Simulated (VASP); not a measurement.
# CoO in VASP: further runs

Aim: see how the results for CoO move with the level of theory and the settings. Levels: LDA, PBEsol, PBE-based screened hybrid, PBEsol+D3(BJ). Tasks: single point.

All numbers are computed with VASP 6.6.1; they aren't measurements. Logs are shortened: lines on timing, memory, paths and dates and some standing lists are left out, and cuts for length are marked.

### Step 1. The cell of the first run

Symmetry: R3m, No. 160, trigonal system. The conventional cell has a = 3.204 Å, b = 3.204 Å, c = 7.699 Å, α = 90.00°, β = 90.00°, γ = 120.00°. Co (site symmetry 3m) has 4 O at 1.91 to 1.96 Å within 2.5 Å. Within 2.5 Å of O (site symmetry 3m) lie 4 Co at 1.91 to 1.96 Å.

### Step 2. Single point, LDA, collinear spin, ferromagnetic start

Contents of INCAR:

```
SYSTEM = CoO
PREC = Accurate ; ENCUT = 520
EDIFF = 1E-7 ; ISMEAR = -1
SIGMA = 0.05 ; LREAL = .False.
LASPH = .True. ; NELM = 150
ALGO = Normal ; ISIF = 2
LWAVE = .False. ; LCHARG = .False.
ISPIN = 2 ; MAGMOM = 2 0
LORBIT = 11 ; LMAXMIX = 4
GGA = CA ; NBANDS = 18
```

Contents of KPOINTS:

```
Automatic mesh
0
Gamma
  7 7 7
  0 0 0
```

Contents of POSCAR:

```
CoO
1.0
    1.6022198417      0.9250420569      2.5664708903
   -1.6022198417      0.9250420569      2.5664708903
    0.0000000000     -1.8500841138      2.5664708903
Co O
1 1
Direct
    0.9989783200      0.9989783200      0.9989783200
    0.7510210300      0.7510210300      0.7510210300
```

Potentials or basis: VASP PAW LDA potentials, release 64 (Co, O).

Run with:

```bash
cat potpaw_LDA.64/Co/POTCAR potpaw_LDA.64/O/POTCAR > POTCAR
mpirun -np 1 vasp_std > vasp.out
```

OUTCAR:

```text
SYSTEM = CoO
   PREC = Accurate
   ENCUT = 520
   EDIFF = 1E-7
   ISMEAR = -1
   LREAL = .False.
   LASPH = .True.
   NELM = 150
   ISIF = 2
   ISPIN = 2
   LORBIT = 11
   GGA = CA

 ion  position               nearest neighbor table
   1  0.999  0.999  0.999-   2 1.91   2 1.96   2 1.96   2 1.96
   2  0.751  0.751  0.751-   1 1.91   1 1.96   1 1.96   1 1.96

  LATTYP: Found a trigonal (rhomboedric) cell.
 ALAT       =     3.1637926700
 COS(alpha) =     0.4870699110

  Lattice vectors:

 A1 = (   1.6022198417,   0.9250420569,   2.5664708903)
 A2 = (  -1.6022198417,   0.9250420569,   2.5664708903)
 A3 = (   0.0000000000,  -1.8500841138,   2.5664708903)

Analysis of symmetry for initial positions (statically):
=====================================================================
 Subroutine PRICEL returns:
 Original cell was already a primitive cell.

 Routine SETGRP: Setting up the symmetry group for a
 trigonal (rhombohedral) supercell.

 Subroutine GETGRP returns: Found  6 space group operations
 (whereof  6 operations were pure point group operations)
 out of a pool of 12 trial point group operations.

The static configuration has the point symmetry C_3v.

Analysis of symmetry for dynamics (positions and initial velocities):
=====================================================================
 Subroutine PRICEL returns:
 Original cell was already a primitive cell.

 Routine SETGRP: Setting up the symmetry group for a
 trigonal (rhombohedral) supercell.

 Subroutine GETGRP returns: Found  6 space group operations
 (whereof  6 operations were pure point group operations)
 out of a pool of 12 trial point group operations.

The dynamic configuration has the point symmetry C_3v.

Analysis of structural, dynamic, and magnetic symmetry:
=====================================================================
 Subroutine PRICEL returns:
 Original cell was already a primitive cell.

 Routine SETGRP: Setting up the symmetry group for a
 trigonal (rhombohedral) supercell.

 Subroutine GETGRP returns: Found  6 space group operations
 (whereof  6 operations were pure point group operations)
 out of a pool of 12 trial point group operations.

The overall configuration has the point symmetry C_3v.

 Subroutine INISYM returns: Found  6 space group operations
 (whereof  6 operations are pure point group operations),
 and found     1 'primitive' translations

----------------------------------------------------------------------------------------

                                     Primitive cell

  volume of cell :      22.8229

  direct lattice vectors                    reciprocal lattice vectors
     1.602219842  0.925042057  2.566470890     0.312067038  0.180171988  0.129880037
    -1.602219842  0.925042057  2.566470890    -0.312067038  0.180171988  0.129880037
     0.000000000 -1.850084114  2.566470890     0.000000000 -0.360343977  0.129880037

  length of vectors
     3.163792670  3.163792670  3.163792670     0.383036037  0.383036037  0.383036037

  position of ions in fractional coordinates (direct lattice)
     0.998978320  0.998978320  0.998978320
     0.751021030  0.751021030  0.751021030

  ion indices of the primitive-cell ions
   primitive index   ion index
                 1           1
                 2           2

----------------------------------------------------------------------------------------

 KPOINTS: Automatic mesh

Automatic generation of k-mesh.
 Grid dimensions read from file:
 generate k-points for:    7    7    7

 Generating k-lattice:

  Cartesian coordinates                     Fractional coordinates (reciprocal lattice)
     0.044581005  0.025738855  0.018554291     0.142857143 -0.000000000  0.000000000
    -0.044581005  0.025738855  0.018554291    -0.000000000  0.142857143  0.000000000
     0.000000000 -0.051477711  0.018554291     0.000000000  0.000000000  0.142857143

  Length of vectors
     0.054719434  0.054719434  0.054719434

  Shift w.r.t. Gamma in fractional coordinates (k-lattice)
     0.000000000  0.000000000  0.000000000

 Subroutine IBZKPT returns following result:
 ===========================================

 Found     44 irreducible k-points:

 Following reciprocal coordinates:
            Coordinates               Weight
  0.000000  0.000000  0.000000      1.000000
  0.142857 -0.000000  0.000000      6.000000
  0.285714 -0.000000  0.000000      6.000000
  0.428571  0.000000  0.000000      6.000000
  0.142857  0.142857  0.000000      6.000000
  0.285714  0.142857  0.000000     12.000000
[... 16 lines left out ...]
  0.285714  0.285714  0.142857      6.000000
  0.428571  0.285714  0.142857     12.000000
 [... further k-points ...]
   k-points           NKPTS =     44   k-points in BZ     NKDIM =     44   number of bands    NBANDS=     18
   number of dos      NEDOS =    301   number of ions     NIONS =      2
   total plane-waves  NPLWV =  13824
   dimension x,y,z NGX =    24 NGY =   24 NGZ =   24
   dimension x,y,z NGXF=    48 NGYF=   48 NGZF=   48
   ions per type =               1   1
   NGX,Y,Z   is equivalent  to a cutoff of  12.61, 12.61, 12.61 a.u.
   NGXF,Y,Z  is equivalent  to a cutoff of  25.22, 25.22, 25.22 a.u.
 SYSTEM =  CoO
   PREC   = accura    normal or accurate (medium, high low for compatibility)
   ISTART =      0    job   : 0-new  1-cont  2-samecut
   ICHARG =      2    charge: 1-file 2-atom 10-const
   ISPIN  =      2    spin polarized calculation?
   LNONCOLLINEAR =      F non collinear calculations
   LSORBIT =      F    spin-orbit coupling
   LASPH  =      T    aspherical Exc in radial PAW
   ENCUT  =  520.0 eV  38.22 Ry    6.18 a.u.   5.88  5.88  5.88*2*pi/ulx,y,z
   NELM   =    150;   NELMIN=  2; NELMDL= -5     # of ELM steps
   EDIFF  = 0.1E-06   stopping-criterion for ELM
   LREAL  =      F    real-space projection
   EDIFFG = 0.1E-05   stopping-criterion for IOM
   NSW    =      0    number of steps for IOM
   IBRION =     -1    ionic relax: 0-MD 1-quasi-New 2-CG
   NFREE  =      0    steps in history (QN), initial steepest desc. (CG)
   ISIF   =      2    stress and relaxation
   ISYM   =      2    0-nonsym 1-usesym 2-fastsym
   POTIM  = 0.5000    time-step for ionic-motion
   TEBEG  =    0.0;   TEEND  =   0.0 temperature during run
   PSTRESS=    0.0 pullay stress
   NELECT =      15.0000    total number of electrons
   NUPDOWN=      -1.0000    fix difference up-down
   EMIN   =  10.00;   EMAX   =-10.00  energy-range for DOS
   EFERMI =   0.00;   METHOD = LEGACY
   ISMEAR =    -1;   SIGMA  =   0.05  broadening in eV -4-tet -1-fermi 0-gaus
   EFERMI_NEDOS =   21; number of points for ismear=-14 and -15
   IALGO  =     38    algorithm
   IMIX   =      4    mixing-type and parameters
     AMIX     =   0.40;   BMIX     =  1.00
     AMIX_MAG =   1.60;   BMIX_MAG =  1.00
  volume/ion in A,a.u.               =      11.41        77.01
  Fermi-wavevector in a.u.,A,eV,Ry     =   1.423360  2.689761 27.564786  2.025955
  Thomas-Fermi vector in A             =   2.543966
   LORBIT       =     11    0 simple, 1 ext, 2 COOP (PROOUT), +10 PAW based schemes
   GGA     = CA    functional components
   LHFCALC =     F    Hartree Fock is set to
   AEXX    =    0.0000 exact exchange contribution
   IVDW    =     0    specifies the selected vdW correction
   LEPSILON=     F    determine dielectric tensor
   LRPA    =     F    only Hartree local field effects (RPA)
 spin polarized calculation
  energy-cutoff  :      520.00
  volume of cell :       22.82
 maximum number of plane-waves:       624
   NGX = 11   NGY = 11   NGZ = 11

 number of electron      15.0000011 magnetization       2.4106498

 Free energy of the ion-electron system (eV)
  ---------------------------------------------------
  ext. energy  EPLUGINS =         0.00000000
  ---------------------------------------------------
  free energy    TOTEN  =       -14.96876715 eV

  energy without entropy =      -14.94269848  energy(sigma->0) =      -14.95573281

 E-fermi :   5.6085     XC(G=0): -11.7425

 val. band max:        5.6080902116   @ k =   0.4286   0.2857   0.2857
 cond. band min:       5.6115111161   @ k =  -0.4286   0.4286   0.2857
 fundamental gap:      0.0034209045
 Fermi energy:         5.6084714773

 spin component 1

 k-point     1 :       0.0000    0.0000    0.0000
  band No.  band energies     occupation
      1     -14.1522      1.00000
      2      -0.4937      1.00000
      3      -0.4314      1.00000
      4      -0.4314      1.00000
      5       3.5403      1.00000
      6       3.5403      1.00000
[... 10 lines left out ...]
     17      26.1646      0.00000
     18      28.3170      0.00000
[... 463 lines left out ...]
 k-point    24 :       0.4286    0.2857    0.1429
  band No.  band energies     occupation
      1     -13.5585      1.00000
      2      -1.2342      1.00000
      3      -0.1872      1.00000
      4      -0.0051      1.00000
      5       3.1551      1.00000
      6       3.6778      1.00000
[... 10 lines left out ...]
     17      30.3670      0.00000
     18      32.2277      0.00000

 [... further k-points ...]

 spin component 2

 k-point     1 :       0.0000    0.0000    0.0000
  band No.  band energies     occupation
      1     -13.7106      1.00000
      2       0.4137      1.00000
      3       0.4891      1.00000
      4       0.4891      1.00000
      5       5.1628      0.99987
      6       5.1628      0.99987
[... 10 lines left out ...]
     17      26.5399      0.00000
     18      28.7853      0.00000
[... 463 lines left out ...]
 k-point    24 :       0.4286    0.2857    0.1429
  band No.  band energies     occupation
      1     -13.0939      1.00000
      2      -0.6612      1.00000
      3       0.5498      1.00000
      4       0.7863      1.00000
      5       4.8077      1.00000
      6       5.3757      0.99057
[... 10 lines left out ...]
     17      30.7842      0.00000
     18      32.6167      0.00000

 [... further k-points ...]
[... 5 lines left out ...]
  --------------------------------------------------------------------------------------
  -------------------------------------------------------------------------------------
  Total       -2.7104574     -2.7104574     -2.1222761      0.0000000     -0.0000000      0.0000000
  in kB     -190.2751156   -190.2751156   -148.9845682      0.0000000     -0.0000000      0.0000000
  external PRESSURE =    -176.5115998 kB  Pullay stress =       0.0000000 kB

 VOLUME and BASIS-vectors are now :
 -----------------------------------------------------------------------------
  energy-cutoff  :      520.00
  volume of cell :       22.82
      direct lattice vectors                 reciprocal lattice vectors
     1.602219842  0.925042057  2.566470890     0.312067038  0.180171988  0.129880037
    -1.602219842  0.925042057  2.566470890    -0.312067038  0.180171988  0.129880037
     0.000000000 -1.850084114  2.566470890     0.000000000 -0.360343977  0.129880037

 POSITION                                       TOTAL-FORCE (eV/Angst)
 -----------------------------------------------------------------------------------
      0.00000      0.00000      7.69155         0.000000      0.000000      0.199180
      0.00000      0.00000      5.78242         0.000000      0.000000     -0.199180
 -----------------------------------------------------------------------------------
    total drift:                               -0.000000     -0.000000     -0.000041

  FREE ENERGIE OF THE ION-ELECTRON SYSTEM (eV)
  ---------------------------------------------------
  free  energy   TOTEN  =       -14.9687671534 eV

  energy  without entropy=      -14.9426984757  energy(sigma->0) =      -14.95573281

 total charge

# of ion       s       p       d       tot
------------------------------------------
    1        0.346   0.451   7.239   8.037
    2        1.542   3.395   0.000   4.937
--------------------------------------------------
tot          1.888   3.845   7.239  12.973

 magnetization (x)

# of ion       s       p       d       tot
------------------------------------------
    1        0.014   0.045   2.026   2.084
    2        0.018   0.236   0.000   0.254
--------------------------------------------------
tot          0.031   0.281   2.026   2.338
```

Wall time 44 s (1 thread of Intel Xeon 8259CL, shared host); peak memory 0.15 GiB.

Results:

| Item | Value |
| --- | --- |
| Free energy | -14.9688 eV |
| Pressure | -17.7 GPa |
| Largest force | 0.199 eV/Å |
| Net moment | 2.41 μB per cell |
| Site moments | Co +2.08; O +0.25 μB |
| Valence electrons inside the program's atomic spheres | Co 8.04; O 4.94 |

Forces in eV/Å, atoms in the order of the input:
```
Co   0.000  0.000  0.199
O    0.000  0.000 -0.199
```

Levels at points of the mesh, in eV from the Fermi level:
Spin up:
```csv
k point,band 7,band 8,band 9,band 10,band 11,band 12
"(0.00, 0.00, 0.00)",0.25,0.51,0.51,0.65,13.92,13.92
```
Spin down:
```tsv
k point	band 3	band 4	band 5	band 6	band 7	band 8	band 9	band 10
(0.00, 0.00, 0.00)	-5.12	-5.12	-0.45	-0.45	0.63	2.24	2.24	2.34
```

Caveat: a cell with one magnetic atom can't hold antiferromagnetic order, which such compounds often take; semilocal functionals often make such compounds metallic where correlation or magnetic order opens a gap, which also shifts bond lengths. With open d or f shells a metallic result of LDA can be an artefact of self-interaction; +U or a hybrid may open a gap.

### Step 3. Single point, PBEsol, collinear spin, ferromagnetic start

Contents of INCAR:

```
ALGO = Normal
EDIFF = 1E-6
ENCUT = 520
GGA = PS
ISIF = 2
ISMEAR = -1
ISPIN = 2
LASPH = True
LCHARG = True
LELF = True
LMAXMIX = 4
LORBIT = 11
LREAL = False
LVHAR = True
LWAVE = False
MAGMOM = 2 0
NBANDS = 18
NELM = 150
PREC = Accurate
SIGMA = 0.05
```

Contents of KPOINTS:

```
k-points
0
Gamma
  7 7 7
```

POSCAR is that of step 2.

Potentials or basis: VASP PAW PBE potentials, release 64 (Co, O).

Run with:

```bash
cat potpaw_PBE.64/Co/POTCAR potpaw_PBE.64/O/POTCAR > POTCAR
mpirun -np 1 vasp_std > vasp.out
```

OUTCAR:

```text
EDIFF = 1E-6
   ENCUT = 520
   GGA = PS
   ISIF = 2
   ISMEAR = -1
   ISPIN = 2
   LASPH = True
   LORBIT = 11
   LREAL = False
   NELM = 150
   PREC = Accurate

 ion  position               nearest neighbor table
   1  0.999  0.999  0.999-   2 1.91   2 1.96   2 1.96   2 1.96
   2  0.751  0.751  0.751-   1 1.91   1 1.96   1 1.96   1 1.96

  LATTYP: Found a trigonal (rhomboedric) cell.
 ALAT       =     3.1637926700
 COS(alpha) =     0.4870699110

  Lattice vectors:

 A1 = (   1.6022198417,   0.9250420569,   2.5664708903)
 A2 = (  -1.6022198417,   0.9250420569,   2.5664708903)
[... 1220 lines left out ...]
  external PRESSURE =     -82.6713648 kB  Pullay stress =       0.0000000 kB

 VOLUME and BASIS-vectors are now :
 -----------------------------------------------------------------------------
  energy-cutoff  :      520.00
  volume of cell :       22.82
      direct lattice vectors                 reciprocal lattice vectors
     1.602219842  0.925042057  2.566470890     0.312067038  0.180171988  0.129880037
    -1.602219842  0.925042057  2.566470890    -0.312067038  0.180171988  0.129880037
     0.000000000 -1.850084114  2.566470890     0.000000000 -0.360343977  0.129880037

 POSITION                                       TOTAL-FORCE (eV/Angst)
 -----------------------------------------------------------------------------------
      0.00000      0.00000      7.69155         0.000000     -0.000000      0.232404
      0.00000      0.00000      5.78242         0.000000      0.000000     -0.232404
 -----------------------------------------------------------------------------------
    total drift:                               -0.000000      0.000000     -0.000006

  FREE ENERGIE OF THE ION-ELECTRON SYSTEM (eV)
  ---------------------------------------------------
  free  energy   TOTEN  =       -14.2289580184 eV

  energy  without entropy=      -14.2098190408  energy(sigma->0) =      -14.21938853

 total charge

# of ion       s       p       d       tot
------------------------------------------
    1        0.349   0.456   7.201   8.006
    2        1.547   3.416   0.000   4.963
--------------------------------------------------
tot          1.896   3.872   7.201  12.969

 magnetization (x)

# of ion       s       p       d       tot
------------------------------------------
    1        0.017   0.050   2.319   2.386
    2        0.021   0.286   0.000   0.307
--------------------------------------------------
tot          0.039   0.336   2.319   2.693
```

OSZICAR:

```text
N       E                     dE             d eps       ncg     rms          rms(c)
DAV:   1     0.823944947463E+02    0.82394E+02   -0.64666E+03  3192   0.913E+02
DAV:   2    -0.113624389985E+02   -0.93757E+02   -0.80655E+02  3308   0.221E+02
DAV:   3    -0.168459482841E+02   -0.54835E+01   -0.53023E+01  3636   0.581E+01
DAV:   4    -0.169106704428E+02   -0.64722E-01   -0.64661E-01  3828   0.600E+00
DAV:   5    -0.169124157871E+02   -0.17453E-02   -0.17451E-02  3790   0.991E-01    0.174E+01
DAV:   6    -0.168520953645E+02    0.60320E-01   -0.27512E+01  3564   0.724E+01    0.233E+01
DAV:   7    -0.142740532863E+02    0.25780E+01   -0.14391E+01  3702   0.605E+01    0.747E+00
DAV:   8    -0.142513464365E+02    0.22707E-01   -0.43284E-01  3640   0.691E+00    0.420E+00
DAV:   9    -0.142227807989E+02    0.28566E-01   -0.14025E-01  4448   0.550E+00    0.123E+00
DAV:  10    -0.142308038817E+02   -0.80231E-02   -0.28611E-02  3800   0.162E+00    0.539E-01
DAV:  11    -0.142289155798E+02    0.18883E-02   -0.84735E-03  4356   0.116E+00    0.154E-01
DAV:  12    -0.142289690711E+02   -0.53491E-04   -0.83751E-04  3434   0.237E-01    0.849E-02
DAV:  13    -0.142289620117E+02    0.70593E-05   -0.10976E-04  3876   0.171E-01    0.380E-02
DAV:  14    -0.142289584731E+02    0.35386E-05   -0.15481E-05  4526   0.515E-02    0.122E-02
DAV:  15    -0.142289580184E+02    0.45475E-06   -0.60919E-06  3790   0.293E-02
   1 F= -.14228958E+02 E0= -.14219389E+02  d E =-.191390E-01  mag=     2.7727
```

stdout:

```text
POSCAR found type information on POSCAR CoO
 POSCAR found :  2 types and       2 ions
 scaLAPACK will be used
 -----------------------------------------------------------------------------
|                                                                             |
|                                                                             |
|     You enforced a specific xc type in the INCAR file but a different       |
|     I HOPE YOU KNOW WHAT YOU ARE DOING!                                     |
|                                                                             |
 -----------------------------------------------------------------------------

 LDA part: xc-table for (Slater+PW92), standard interpolation
 POSCAR, INCAR and KPOINTS ok, starting setup
 FFT: planning ... GRIDC
 FFT: planning ... GRID_SOFT
 FFT: planning ... GRID
 WAVECAR not read
 entering main loop
```

Run time: 53 s. Hardware: 1 thread of Intel Xeon 8259CL, shared host; peak memory 0.16 GiB.

Results:

```
Free energy                                           : -14.2290 eV
Pressure                                              : -8.3 GPa
Largest force                                         : 0.232 eV/Å
Net moment                                            : 2.77 μB per cell
Site moments                                          : Co +2.39; O +0.31 μB
Valence electrons inside the program's atomic spheres : Co 8.01; O 4.96
```

Forces on the atoms (eV/Å):
```
Co   0.000  0.000  0.232
O    0.000  0.000 -0.232
```

Levels at points of the mesh, in eV from the Fermi level:
Spin up:
```
           k point  band 5  band 6  band 7  band 8  band 9  band 10  band 11  band 12  band 13  band 14
(0.00, 0.00, 0.00)   -2.31   -2.31    0.09    0.28    0.28     0.43    13.89    13.89    14.48    20.00
```
Spin down:
| k point | band 4 | band 5 | band 6 | band 7 | band 8 | band 9 |
| --- | --- | --- | --- | --- | --- | --- |
| (0.00, 0.00, 0.00) | -4.98 | -0.44 | -0.44 | 0.56 | 2.51 | 2.51 |

Caveat: the PAW data sets were made with another functional, which shifts forces and pressure a little; a cell with one magnetic atom can't hold antiferromagnetic order, which such compounds often take; semilocal functionals often make such compounds metallic where correlation or magnetic order opens a gap, which also shifts bond lengths. With open d or f shells a metallic result of PBEsol can be an artefact of self-interaction; +U or a hybrid may open a gap.

(Part 1 of 2 ends here.)
